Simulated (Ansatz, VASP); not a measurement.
## Two plane-wave programs on WC2

```
W C
1.0
     1.45501    0.84005    4.39450
    -1.45501    0.84005    4.39450
     0.00000   -1.68010    4.39450
W C
1 2
Direct
  0.00000 0.00000 0.00000
  0.75000 0.75000 0.75000
  0.25000 0.25000 0.25000
```

Alike in both runs: task relaxation of cell and atoms; functional PBE; k mesh 9 × 9 × 9; occupations gaussian, width 0.1 eV; no spin polarisation.

|  | VASP | Ansatz |
| --- | --- | --- |
| version | VASP 6.6.1 | Ansatz 0.2.0 |
| potentials or method | VASP PAW PBE potentials, release 64 (W_sv, C), cutoff 600 eV | scalar-relativistic, plane waves, PAW |
| valence electrons in the cell | 22 | 22 |

Ansatz gave:

- gap on the k mesh at the Fermi level, each at its own relaxed structure (eV): none
- relaxed volume (Å³/atom): 13.34
- relaxed cell length with the largest relative difference (Å): 5.049

Q: Estimate VASP's values.

A: gap on the k mesh at the Fermi level, each at its own relaxed structure (eV): none; relaxed volume (Å³/atom): 12.13; relaxed cell length with the largest relative difference (Å): 4.699.

A gap of «none» marks a metal or a gap that the smearing closes. One of these differences is far larger than is usual between the two programs; its cause wasn't traced.

Neither program's run includes spin-orbit coupling.
